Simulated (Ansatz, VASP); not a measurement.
**TaN: VASP beside Ansatz**

INCAR

```
SYSTEM = TaN
PREC = Accurate
ENCUT = 520
EDIFF = 1E-6
ISMEAR = -1
SIGMA = 0.03
LREAL = .False.
LASPH = .True.
NELM = 100
ALGO = Normal
ISIF = 2
LWAVE = .False.
LCHARG = .True.
LELF = .True.
LVHAR = .True.
NBANDS = 24
```

File KPOINTS:

```
Automatic mesh
0
Gamma
  9 9 5
  0 0 0
```

Contents of POSCAR:

```
TaN
1.0
    3.0398003418      0.0000000000      0.0000000000
   -1.5199001709      2.6325443184      0.0000000000
    0.0000000000      0.0000000000      4.9234781375
Ta N
2 2
Direct
    0.3333333333      0.6666666667      0.0000000000
    0.6666666667      0.3333333333      0.5000000000
    0.3333333333      0.6666666667      0.3850000000
    0.6666666667      0.3333333333      0.8850000000
```

Input for Ansatz:

```yaml
crystal:
  lattice:
    - [3.0398003418, 0.0, 0.0]
    - [-1.5199001709, 2.6325443184, 0.0]
    - [0.0, 0.0, 4.9234781375]
  atoms:
    - { symbol: Ta, position: [0.3333333333, 0.6666666667, 0.0] }
    - { symbol: Ta, position: [0.6666666667, 0.3333333333, 0.5] }
    - { symbol: "N", position: [0.3333333333, 0.6666666667, 0.385] }
    - { symbol: "N", position: [0.6666666667, 0.3333333333, 0.885] }
kpoints:
  mp_grid: { grid: [9, 9, 5] }
  band_path:
    path:
      - [0.0, 0.0, 0.0]
      - [0.5, 0.0, 0.0]
      - [0.3333333333, 0.3333333333, 0.0]
      - [0.0, 0.0, 0.0]
      - [0.0, 0.0, 0.5]
      - [0.5, 0.0, 0.5]
      - [0.3333333333, 0.3333333333, 0.5]
      - [0.0, 0.0, 0.5]
      - [0.5, 0.0, 0.5]
    npoints: 5
scf:
  occupations: { method: fermi_dirac, width: 0.03 }
hamiltonian:
  xc: lda
  pseudopotentials: { kind: all_electron, lapw: { basis_error: 0.001 } }
output:
  forces: true
  stress: true
  eigenvalues: true
```

Change from the starting cell: volume scaled by 0.99.

Alike in both runs: task single point; functional LDA; k mesh 9 × 9 × 5; occupations fermi-dirac, width 0.03 eV; no spin polarisation.

|  | VASP | Ansatz |
| --- | --- | --- |
| version | VASP 6.6.1 | Ansatz 0.2.0 |
| potentials or method | VASP PAW LDA potentials, release 64 (Ta_pv, N), cutoff 520 eV | all-electron LAPW, scalar-relativistic |

```csv
,VASP,Ansatz,Ansatz less VASP
pressure (GPa),129.6,122.8,-6.80
"traceless stress, the component that is largest in VASP (GPa)",-17.82,-17.04,+0.780
rms of the force components (eV/Å),1.308,1.291,-0.0173
```

LDA's correlation is that of Perdew and Zunger in VASP and of Perdew and Wang (1992) in Ansatz. Atom by atom the forces differ by 0.017 eV/Å (rms over components). Both programs put the cell under a high pressure, so it lies far from rest at this level. Ansatz ran all-electron here, and VASP with PAW potentials.

Spin-orbit coupling is off throughout. Noted on VASP's run: the cell as given lies far from equilibrium.
